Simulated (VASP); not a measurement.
A run of VASP 6.6.1:

Contents of INCAR:

```
PREC = Accurate
ENCUT = 520
EDIFF = 1E-6
ISMEAR = -1
SIGMA = 0.1
LREAL = F
LASPH = T
NELM = 80
ALGO = Normal
ISIF = 2
LWAVE = F
LCHARG = T
GGA = B5
ALDAX = 1.0
AGGAX = 1.0
AGGAC = 1.0
ALDAC = 0.0
LELF = T
LVHAR = T
NBANDS = 10
```

Contents of KPOINTS:

```
Automatic mesh
0
Gamma
  16 16 16
```

Contents of POSCAR:

```
Os
1.0
    0.0000000000      1.8751450200      1.8751450200
    1.8751450200      0.0000000000      1.8751450200
    1.8751450200      1.8751450200      0.0000000000
Os
1
Direct
    0.0000000000      0.0000000000      0.0000000000
```

Potentials or basis: VASP PAW PBE potentials, release 64 (Os).

The run is started by

```console
$ cat potpaw_PBE.64/Os/POTCAR > POTCAR
$ mpirun -np 1 vasp_std > vasp.out
```

Hardware: 1 thread of AMD EPYC 7571 (shared host).

Problem. How long does it take, and how much memory?

Solution. Run time: 38 s on 1 thread of AMD EPYC 7571, with other jobs on the host, peak memory 0.11 GiB. Counts: scf iterations 12, k points 145.
